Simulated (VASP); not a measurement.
# N: relaxation of cell and atoms with PBE

N:

```xyz
2
Lattice="0.0000 2.2323 2.2323 2.2323 0.0000 2.2323 2.2323 2.2323 0.0000" Properties=species:S:1:pos:R:3 pbc="T T T"
N     0.0000    0.0000    0.0000
N     1.1161    1.1161    1.1161
```

| Quantity | Value |
| --- | --- |
| Program | VASP 6.6.1 |
| Task | relaxation of cell and atoms |
| Functional | PBE |
| Potentials or basis | VASP PAW PBE potentials, release 64 (N) |
| Cutoff | 600 eV |
| k mesh | 13 × 13 × 13 |
| Occupations | fermi-dirac, width 0.08 eV |
| Spin | no spin polarisation |
| Dipole correction | no |
| Further INCAR settings | ALGO = Normal; EDIFF = 1e-06; IBRION = 2; EDIFFG = -0.005; NSW = 100; ISIF = 3 |

| Item | Value |
| --- | --- |
| Relaxed volume | 9.13 Å³/atom |
| Relaxed cell | a = 2.955 Å, b = 2.955 Å, c = 2.955 Å, α = 60.00°, β = 60.00°, γ = 60.00° |
| Space group after relaxing (to 0.1 Å) | Fd-3m (No. 227) |
| Energy gained by relaxing | 158.2 meV/atom |
| Ionic steps | 16 |
| Pressure after relaxing | 0.1 GPa |
| Band gap on the k mesh | zero (bands 5 and 6 overlap by 1.31 eV) |

Step by step:
| step | energy change (eV) | largest force (eV/Å) | pressure (GPa) | volume (Å³) |
| --- | --- | --- | --- | --- |
| 1 | 0.0000 | 0.0000 | -21.71 | 22.25 |
| 2 | -0.3089 | 0.0000 | 4.78 | 17.74 |
| 3 | -0.3164 | 0.0000 | 0.16 | 18.24 |
| 4 | -0.3164 | 0.0000 | -0.49 | 18.31 |
| 5 | -0.3164 | 0.0000 | -0.50 | 18.31 |
| 6 | -0.3164 | 0.0000 | -0.50 | 18.31 |
| 7 | -0.3164 | 0.0000 | -0.44 | 18.31 |
| 8 | -0.3164 | 0.0000 | -0.44 | 18.31 |
| 9 | -0.3164 | 0.0000 | -0.44 | 18.31 |
| 10 | -0.3164 | 0.0000 | -0.44 | 18.31 |
| 11 | -0.3164 | 0.0000 | -0.44 | 18.31 |
| 12 | -0.3164 | 0.0000 | -0.44 | 18.31 |
| 13 | -0.3164 | 0.0000 | -0.43 | 18.30 |
| 14 | -0.3164 | 0.0000 | -0.32 | 18.29 |
| 15 | -0.3164 | 0.0000 | -0.19 | 18.28 |
| 16 | -0.3164 | 0.0000 | 0.06 | 18.25 |

Final structure:
```cif
data_structure
_symmetry_space_group_name_H-M 'P 1'
_symmetry_Int_Tables_number 1
_cell_length_a 2.9553
_cell_length_b 2.9553
_cell_length_c 2.9553
_cell_angle_alpha 60.000
_cell_angle_beta 60.000
_cell_angle_gamma 60.000
_cell_volume 18.25
loop_
_atom_site_label
_atom_site_type_symbol
_atom_site_fract_x
_atom_site_fract_y
_atom_site_fract_z
_atom_site_occupancy
N1 N 0.00000 0.00000 0.00000 1
N2 N 0.25000 0.25000 0.25000 1
```

Levels at points of the mesh, in eV from the Fermi level:
| k point | band 1 | band 2 | band 3 | band 4 | band 5 | band 6 | band 7 | band 8 | band 9 |
| --- | --- | --- | --- | --- | --- | --- | --- | --- | --- |
| (0.00, 0.00, 0.00) | -20.53 | -6.02 | -3.61 | -3.61 | -3.61 | 0.52 | 0.52 | 0.52 | 10.88 |

Wall time 2.4 min on 1 thread of Intel Xeon 8259CL (shared host), peak memory 0.16 GiB.

Caveat: the volume moved by over 15 % at a fixed basis, so the end points are rough.
